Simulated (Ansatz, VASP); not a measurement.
**PbS: VASP beside Ansatz**

```xyz
4
Lattice="2.1073 -6.0701 0.0000 2.1073 6.0701 0.0000 0.0000 0.0000 4.3356" Properties=species:S:1:pos:R:3 pbc="T T T"
Pb    2.1073    4.4851    1.0839
Pb    2.1073   -4.4851    3.2517
S     2.1073    1.7628    1.0839
S     2.1073   -1.7628    3.2517
```

Alike in both runs: task single point; functional r2SCAN; k mesh 7 × 7 × 6; occupations fermi-dirac, width 0.05 eV; no spin polarisation.

|  | VASP | Ansatz |
| --- | --- | --- |
| version | VASP 6.6.1 | Ansatz 0.2.0 |
| potentials or method | VASP PAW PBE potentials, release 64 (Pb_d, S) | Ansatz PAW |
| plane-wave cutoff (eV) | 520 | 500 |
| valence electrons in the cell | 40 | 40 |

```tsv
	VASP	Ansatz	Ansatz less VASP
gap on the k mesh at the Fermi level (eV)	1.60	1.60	+0.001
least direct gap on the mesh (eV)	1.77	1.77	-0.001
pressure (GPa)	-2.1	-2.1	0.00
rms of the force components (eV/Å)	0.120	0.123	+0.0038
```

VASP's potentials were made for PBE, not for r2SCAN. Atom by atom the forces differ by 0.004 eV/Å (rms over components).

Spin-orbit coupling is off throughout. Noted on Ansatz's run: odd divisions of the mesh miss points on the zone boundary, where band edges often lie, so the gap on the mesh can be too wide.
